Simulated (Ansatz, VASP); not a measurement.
**One calculation of Hf, two programs**

```xyz
1
Lattice="0.0000 2.2347 2.2347 2.2347 0.0000 2.2347 2.2347 2.2347 0.0000" Properties=species:S:1:pos:R:3 pbc="T T T"
Hf    0.0000    0.0000    0.0000
```

Change from the starting cell: volume scaled by 1.02, PAW files.

Alike in both runs: task electric field gradients; functional PBE; k mesh 16 × 16 × 16; occupations fermi-dirac, width 0.03 eV; no spin polarisation.

|  | VASP | Ansatz |
| --- | --- | --- |
| version | VASP 6.6.1 | Ansatz 0.2.0 |
| potentials or method | VASP PAW PBE potentials, release 64 (Hf_pv) | PAW with Ansatz's default frozen-core files, scalar-relativistic |
| plane-wave cutoff (eV) | 520 | 420 |
| valence electrons in the cell | 10 | 26 |

```csv
,VASP,Ansatz,Ansatz less VASP
pressure (GPa),0.6,1.1,+0.46
```

VASP's potentials hold 10 valence electrons a cell and Ansatz's 26, so a difference there can come from the potentials and not from the codes.

Neither program's run includes spin-orbit coupling.
